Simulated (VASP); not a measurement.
Crystal: Ag.

```
Ag
1.0
     0.00000    2.04275    2.04275
     2.04275    0.00000    2.04275
     2.04275    2.04275    0.00000
Ag
1
Cartesian
  0.0000 0.0000 0.0000
```

```yaml
Program: VASP 6.6.1
Task: relaxation of cell and atoms
Functional: BLYP
Dispersion: D4
Potentials_or_basis: VASP PAW PBE potentials, release 64 (Ag)
Cutoff: 600 eV
k_mesh: 11 × 11 × 11
Occupations: fermi-dirac, width 0.05 eV
Spin: no spin polarisation
```

At the start: pressure 2.1 GPa; volume 17.05 Å³/atom.

**Question.** Where does the relaxation end?

**Answer.** Over 3 steps the energy falls by 2.3 meV/atom and the volume is 17.40 Å³/atom (+2.0 %); space group Fm-3m (No. 225, to 0.05 Å).

Step by step:
```csv
step,energy change (eV),largest force (eV/Å),pressure (GPa),volume (Å³)
1,0.0000,0.0000,2.11,17.05
2,-0.0015,0.0000,-1.17,17.61
3,-0.0023,0.0000,-0.01,17.40
```

Final structure:
```cif
data_structure
_symmetry_space_group_name_H-M 'P 1'
_symmetry_Int_Tables_number 1
_cell_length_a 2.9085
_cell_length_b 2.9085
_cell_length_c 2.9085
_cell_angle_alpha 60.000
_cell_angle_beta 60.000
_cell_angle_gamma 60.000
_cell_volume 17.40
loop_
_atom_site_label
_atom_site_type_symbol
_atom_site_fract_x
_atom_site_fract_y
_atom_site_fract_z
_atom_site_occupancy
Ag1 Ag 0.00000 0.00000 0.00000 1
```

Caveat: the PAW data sets were made with another functional, which shifts forces and pressure a little; pairwise dispersion overbinds metals, which lowers pressure and volume.
